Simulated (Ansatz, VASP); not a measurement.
# Two plane-wave programs on Al2Cu

```
Al Cu
1.0
     4.09274    0.00000    0.00000
     0.00000    4.09274    0.00000
     0.00000    0.00000    2.84998
Al Cu
2 1
Direct
  0.50000 0.00000 0.50000
  0.00000 0.50000 0.50000
  0.00000 0.00000 0.00000
```

Alike in both runs: functional r2SCAN; k mesh 10 × 10 × 14; occupations fermi-dirac, width 0.15 eV; no spin polarisation.

Ansatz relaxed the structure, and its values are those at the end. VASP's run is a single point on that final structure, the one shown.

|  | VASP | Ansatz |
| --- | --- | --- |
| version | VASP 6.6.1 | Ansatz 0.2.0 |
| potentials or method | VASP PAW PBE potentials, release 64 (Al, Cu), cutoff 520 eV | scalar-relativistic, plane waves, PAW |
| valence electrons in the cell | 17 | 25 |

VASP gave:

* gap on the k mesh at the Fermi level (eV): none
* pressure (GPa): -0.2

Q: Which values does Ansatz return?

A: gap on the k mesh at the Fermi level (eV): none; pressure (GPa): 0.0.

VASP's potentials were made for PBE, not for r2SCAN. A gap of «none» marks a metal or a gap that the smearing closes. With one functional, cell and mesh, what is left measures potentials, basis and numerics. VASP's potentials hold 17 valence electrons a cell and Ansatz's 25, so a difference there can come from the potentials and not from the codes.
